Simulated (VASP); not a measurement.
Runs of VASP 6.6.1 on B. The structure is that of space group Pm-3m (No. 221), or close to it. The cells are those of the table. 

```csv
task,cell,k mesh,cutoff (eV),gap on the mesh (eV),pressure (GPa)
single point,"a = 1.880 Å, 1 atom",18 × 18 × 18,520,none,10.0
single point,"a = 1.853 Å, 1 atom",18 × 18 × 18,520,none,(b)
single point,"a = 1.906 Å, 1 atom",16 × 16 × 16,520,none,0.1
single point,"a = 1.826 Å, 1 atom",18 × 18 × 18,520,none,(a)
single point,"a = 1.931 Å, 1 atom",18 × 18 × 18,520,none,-6.9
single point,"a = 1.906 Å, 1 atom",18 × 18 × 18,520,none,0.7
relaxation of cell and atoms,"relaxed from a = 1.920 Å, 1 atom",16 × 16 × 16,600,none,0.0
```

Alike in all rows: level BLYP; potentials or basis VASP PAW PBE potentials, release 64 (B); no spin polarisation; smearing fermi-dirac 0.1 eV.

Estimate the missing entries.

(a) 34.8; (b) 21.2.

Caveats: the PAW data sets were made with another functional, which shifts forces and pressure a little.

A gap of «none» marks levels without a gap at the run's occupations.
